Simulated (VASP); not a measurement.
# SiC (P6_3mc) in VASP: notebook, part 2 of 2

VASP 6.6.1. The steps go on from the part before.

## 3. Single point, r2SCAN (10.65 Å³/atom)

This run uses another cell than the first one, of 10.65 Å³/atom.

POSCAR

```
SiC
1.0
    3.1053442618      0.0000000000      0.0000000000
   -1.5526721309      2.6893070182      0.0000000000
    0.0000000000      0.0000000000      5.0991377020
Si C
2 2
Direct
    0.3333333333      0.6666666667      0.0046176956
    0.6666666667      0.3333333333      0.5046176956
    0.3333333333      0.6666666667      0.3803823044
    0.6666666667      0.3333333333      0.8803823044
```

INCAR.step1

```
SYSTEM = SiC
ALGO     = Normal         ! electronic algorithm
EDIFF    = 1E-4           ! SCF threshold, eV
ENCUT    = 520            ! plane-wave cutoff, eV
GGA      = PE             ! functional
ISMEAR   = 0              ! smearing method
LASPH    = .True.         ! aspherical terms in the spheres
LCHARG   = .False.        ! write CHGCAR
LREAL    = .False.        ! projectors in reciprocal space
LWAVE    = .True.         ! write WAVECAR
NBANDS   = 16             ! bands
NELM     = 80             ! most SCF steps
PREC     = Accurate       ! precision mode
SIGMA    = 0.02           ! smearing width, eV
```

INCAR.step2

```
SYSTEM = SiC
ALGO     = Normal         ! electronic algorithm
EDIFF    = 1E-6           ! SCF threshold, eV
ENCUT    = 520            ! plane-wave cutoff, eV
ISIF     = 2              ! what is computed and relaxed
ISMEAR   = 0              ! smearing method
ISTART   = 1            
LASPH    = .True.         ! aspherical terms in the spheres
LCHARG   = .False.        ! write CHGCAR
LMIXTAU  = .True.       
LREAL    = .False.        ! projectors in reciprocal space
LWAVE    = .False.        ! write WAVECAR
METAGGA  = R2SCAN         ! meta-GGA
NBANDS   = 16             ! bands
NELM     = 80             ! most SCF steps
PREC     = Accurate       ! precision mode
SIGMA    = 0.02           ! smearing width, eV
```

KPOINTS

```
k-points
0
Gamma
  12 12 6
  0 0 0
```

Potentials or basis: VASP PAW PBE potentials, release 64 (Si, C).

On the command line:

```console
$ cat potpaw_PBE.64/Si/POTCAR potpaw_PBE.64/C/POTCAR > POTCAR
$ cp INCAR.step1 INCAR
$ mpirun -np 1 vasp_std > vasp.out
$ cp INCAR.step2 INCAR
$ mpirun -np 1 vasp_std > vasp.out
```

Run time: 6.3 min. Hardware: 1 thread of AMD EPYC, shared host; peak memory 0.15 GiB.

The run converged. Its results:

* Free energy: -38.6120 eV
* Pressure: -6.5 GPa
* Largest force: 0.006 eV/Å
* Band gap on the k mesh: 2.70 eV (least direct gap 4.42 eV)

Forces in eV/Å, atoms in the order of the input:
```
Si   0.000  0.000 -0.006
Si   0.000  0.000 -0.006
C    0.000  0.000  0.006
C    0.000  0.000  0.006
```

Levels at points of the mesh, in eV from the valence-band top:
```csv
k point,band 4,band 5,band 6,band 7,band 8,band 9,band 10,band 11,band 12,band 13
"(0.00, 0.00, 0.00)",-1.37,-1.37,-0.12,0.00,0.00,5.12,6.44,7.00,7.01,8.07
"(0.50, 0.00, 0.00)",-6.48,-5.52,-3.42,-3.28,-1.25,3.17,4.62,7.22,7.52,10.46
"(0.00, 0.00, 0.50)",-4.57,-0.74,-0.74,-0.74,-0.74,6.23,6.23,7.72,7.72,7.72
"(0.50, 0.00, 0.50)",-8.41,-2.52,-2.52,-2.41,-2.41,3.65,3.65,5.65,5.65,10.88
```

Caveat: the cell stands under tension; the PAW data sets were made with another functional, which shifts forces and pressure a little.

## 4. Single point, r2SCAN (10.96 Å³/atom)

This run uses another cell than the first one, of 10.96 Å³/atom.

POSCAR

```
SiC
1.0
    3.1350323536      0.0000000000      0.0000000000
   -1.5675161768      2.7150176599      0.0000000000
    0.0000000000      0.0000000000      5.1487384840
Si C
2 2
Direct
    0.3333333333      0.6666666667      0.0046075867
    0.6666666667      0.3333333333      0.5046075867
    0.3333333333      0.6666666667      0.3803924133
    0.6666666667      0.3333333333      0.8803924133
```

INCAR.step1

```
SYSTEM = SiC
  PREC = Accurate
  ENCUT = 520
  ISMEAR = 0
  SIGMA = 0.02
  LREAL = .FALSE.
  LASPH = .TRUE.
  NELM = 100
  NBANDS = 16
  GGA = PE
  ALGO = Normal
  EDIFF = 1E-4
  LWAVE = .TRUE.
  LCHARG = .FALSE.
```

INCAR.step2

```
SYSTEM = SiC
  PREC = Accurate
  ENCUT = 520
  EDIFF = 1E-7
  ISMEAR = 0
  SIGMA = 0.02
  LREAL = .FALSE.
  LASPH = .TRUE.
  NELM = 100
  ALGO = Normal
  ISIF = 2
  LWAVE = .FALSE.
  LCHARG = .FALSE.
  METAGGA = R2SCAN
  LMIXTAU = .TRUE.
  NBANDS = 16
  ISTART = 1
```

KPOINTS

```
Automatic mesh
0
G
  12 12 6
  0 0 0
```

On the command line:

```console
$ cat potpaw_PBE.64/Si/POTCAR potpaw_PBE.64/C/POTCAR > POTCAR
$ cp INCAR.step1 INCAR
$ mpirun -np 1 vasp_std > vasp.out
$ cp INCAR.step2 INCAR
$ mpirun -np 1 vasp_std > vasp.out
```

Wall time 7 min (1 thread of AMD EPYC, shared host); peak memory 0.16 GiB.

The run converged. Its results:

```yaml
Free_energy: -38.5404 eV
Pressure: -12.0 GPa
Largest_force: 0.009 eV/Å
Band_gap_on_the_k_mesh: 2.74 eV (least direct gap 4.35 eV)
```

Forces on the atoms (eV/Å):
```
Si   0.000  0.000 -0.009
Si   0.000  0.000 -0.009
C    0.000  0.000  0.009
C    0.000  0.000  0.009
```

Stress tensor (GPa, compression positive):
```
-12.00   0.00   0.00
  0.00 -12.00   0.00
  0.00   0.00 -11.90
```

Levels at points of the mesh, in eV from the valence-band top:
```tsv
k point	band 4	band 5	band 6	band 7	band 8	band 9	band 10	band 11	band 12	band 13
(0.00, 0.00, 0.00)	-1.35	-1.35	-0.11	0.00	0.00	4.87	6.10	6.83	6.83	7.82
(0.50, 0.00, 0.00)	-6.41	-5.41	-3.36	-3.20	-1.24	3.11	4.58	6.99	7.40	10.18
(0.00, 0.00, 0.50)	-4.52	-0.73	-0.73	-0.73	-0.73	5.97	5.97	7.56	7.56	7.56
(0.50, 0.00, 0.50)	-8.28	-2.48	-2.48	-2.38	-2.38	3.57	3.57	5.53	5.53	10.67
```

Caveat: the cell stands under tension; the PAW data sets were made with another functional, which shifts forces and pressure a little. A k mesh can miss the band edges.

## 5. Single point, r2SCAN (11.37 Å³/atom)

This run uses another cell than the first one, of 11.37 Å³/atom.

POSCAR

```
SiC
1.0
    3.1734238416      0.0000000000      0.0000000000
   -1.5867119208      2.7482656638      0.0000000000
    0.0000000000      0.0000000000      5.2145345260
Si C
2 2
Direct
    0.3333333333      0.6666666667      0.0045394189
    0.6666666667      0.3333333333      0.5045394189
    0.3333333333      0.6666666667      0.3804605811
    0.6666666667      0.3333333333      0.8804605811
```

INCAR.step1

```
SYSTEM = SiC
PREC = Accurate ; ENCUT = 520
ISMEAR = 0 ; SIGMA = 0.02
LREAL = .FALSE. ; LASPH = .TRUE.
NELM = 100 ; NBANDS = 16
GGA = PE ; ALGO = Normal
EDIFF = 1E-4 ; LWAVE = .TRUE.
LCHARG = .FALSE.
```

INCAR.step2

```
SYSTEM = SiC
PREC = Accurate ; ENCUT = 520
EDIFF = 1E-6 ; ISMEAR = 0
SIGMA = 0.02 ; LREAL = .FALSE.
LASPH = .TRUE. ; NELM = 100
ALGO = Normal ; ISIF = 2
LWAVE = .FALSE. ; LCHARG = .FALSE.
METAGGA = R2SCAN ; LMIXTAU = .TRUE.
NBANDS = 16 ; ISTART = 1
```

KPOINTS is that of step 4.

On the command line:

```console
$ cat potpaw_PBE.64/Si/POTCAR potpaw_PBE.64/C/POTCAR > POTCAR
$ cp INCAR.step1 INCAR
$ mpirun -np 1 vasp_std > vasp.out
$ cp INCAR.step2 INCAR
$ mpirun -np 1 vasp_std > vasp.out
```

It took 7.2 min on 1 thread of AMD EPYC, shared host; peak memory 0.16 GiB.

It converged, with:

```yaml
Free_energy: -38.3847 eV
Pressure: -18.1 GPa
Largest_force: 0.003 eV/Å
Band_gap_on_the_k_mesh: 2.79 eV (least direct gap 4.27 eV)
```

Forces on the atoms (eV/Å):
```
Si   0.000  0.000 -0.003
Si   0.000  0.000 -0.003
C    0.000  0.000  0.003
C    0.000  0.000  0.003
```

Levels at points of the mesh, in eV from the valence-band top:
| k point | band 6 | band 7 | band 8 | band 9 | band 10 | band 11 |
| --- | --- | --- | --- | --- | --- | --- |
| (0.00, 0.00, 0.00) | -0.11 | 0.00 | 0.00 | 4.55 | 5.67 | 6.61 |
| (0.50, 0.00, 0.00) | -3.28 | -3.10 | -1.23 | 3.04 | 4.53 | 6.69 |
| (0.00, 0.00, 0.50) | -0.72 | -0.72 | -0.72 | 5.64 | 5.64 | 7.36 |
| (0.50, 0.00, 0.50) | -2.42 | -2.34 | -2.34 | 3.47 | 3.47 | 5.36 |

Caveat: the cell stands under tension; the PAW data sets were made with another functional, which shifts forces and pressure a little.

## 6. Relaxation of shape and atoms at fixed volume, r2SCAN (9.10 Å³/atom)

This run uses another cell than the first one, of 9.10 Å³/atom.

POSCAR

```
SiC
1.0
    2.9479953183      0.0000000000      0.0000000000
   -1.4739976591      2.5530388359      0.0000000000
    0.0000000000      0.0000000000      4.8340163588
Si C
2 2
Direct
    0.3333333333      0.6666666667      0.0045530097
    0.6666666667      0.3333333333      0.5045530097
    0.3333333333      0.6666666667      0.3804469903
    0.6666666667      0.3333333333      0.8804469903
```

INCAR.step1

```
PREC = Accurate
ENCUT = 600
ISMEAR = 0
SIGMA = 0.02
LREAL = False
LASPH = True
NELM = 60
GGA = PE
ALGO = Normal
EDIFF = 1E-4
LWAVE = True
LCHARG = False
```

INCAR.step2

```
PREC = Accurate
ENCUT = 600
EDIFF = 1E-7
ISMEAR = 0
SIGMA = 0.02
LREAL = False
LASPH = True
NELM = 60
ALGO = Normal
ISIF = 4
LWAVE = False
LCHARG = False
METAGGA = R2SCAN
LMIXTAU = True
IBRION = 2
NSW = 50
EDIFFG = -0.01
ISTART = 1
```

KPOINTS

```
Automatic mesh
0
Gamma
  12 12 6
```

Potentials or basis: VASP PAW PBE potentials, release 64 (Si, C).

On the command line:

```console
$ cat potpaw_PBE.64/Si/POTCAR potpaw_PBE.64/C/POTCAR > POTCAR
$ cp INCAR.step1 INCAR
$ mpirun -np 1 vasp_std > vasp.out
$ cp INCAR.step2 INCAR
$ mpirun -np 1 vasp_std > vasp.out
```

Wall time 14 min (1 thread of AMD EPYC, shared host); peak memory 0.15 GiB.

The run converged. Its results:

* Free energy: -38.1281 eV
* Energy gained by relaxing: 0.0 meV/atom
* Ionic steps: 3
* Pressure after relaxing: 36.7 GPa
* Band gap on the k mesh: 2.47 eV (least direct gap 4.78 eV)

Forces on the atoms (eV/Å):
```
Si   0.000  0.000 -0.002
Si   0.000  0.000 -0.002
C    0.000  0.000  0.002
C    0.000  0.000  0.002
```

Final structure:
```
Si C
1.0
     2.94831    0.00000    0.00000
    -1.47415    2.55331    0.00000
     0.00000    0.00000    4.83299
Si C
2 2
Cartesian
  0.0000 1.7022 0.0222
  1.4742 0.8511 2.4387
  0.0000 1.7022 1.8385
  1.4742 0.8511 4.2550
```

Levels at points of the mesh, in eV from the valence-band top:
```tsv
k point	band 4	band 5	band 6	band 7	band 8	band 9	band 10	band 11	band 12
(0.00, 0.00, 0.00)	-1.45	-1.45	-0.11	0.00	0.00	6.56	8.05	8.05	8.21
(0.50, 0.00, 0.00)	-6.86	-6.07	-3.74	-3.72	-1.28	3.50	4.83	8.20	8.52
(0.00, 0.00, 0.50)	-4.87	-0.78	-0.78	-0.78	-0.78	7.69	7.69	8.67	8.67
(0.50, 0.00, 0.50)	-9.16	-2.73	-2.73	-2.56	-2.56	4.04	4.04	6.45	6.45
```

Caveat: the PAW data sets were made with another functional, which shifts forces and pressure a little. A k mesh can miss the band edges.

## 7. Summary

```csv
task,cell,cutoff (eV),gap on the mesh (eV),pressure (GPa),largest force (eV/Å)
single point,"a = 3.075, b = 3.075, c = 5.048 Å, angles 90.0, 90.0, 120.0°, 4 atoms, atomic positions A",520,2.66,-0.2,-
single point,"a = 3.105, b = 3.105, c = 5.099 Å, angles 90.0, 90.0, 120.0°, 4 atoms, atomic positions A",520,2.70,-6.5,0.01
single point,"a = 3.135, b = 3.135, c = 5.149 Å, angles 90.0, 90.0, 120.0°, 4 atoms, atomic positions A",520,2.74,-12.0,0.01
single point,"a = 3.173, b = 3.173, c = 5.215 Å, angles 90.0, 90.0, 120.0°, 4 atoms, atomic positions B",520,2.79,-18.1,-
relaxation of shape and atoms at fixed volume,"relaxed from a = 2.948, b = 2.948, c = 4.834 Å, angles 90.0, 90.0, 120.0°, 4 atoms, atomic positions A",600,2.47,36.7,-
```

Alike in all rows: level r2SCAN; potentials or basis VASP PAW PBE potentials, release 64 (Si, C); no spin polarisation; k mesh 12 × 12 × 6; smearing gaussian 0.02 eV.

Caveats: the PAW data sets were made with another functional, which shifts forces and pressure a little; the cell stands under tension (at least some runs).

Total energies depend on the potentials used, so only differences within one code and one set of settings carry meaning.
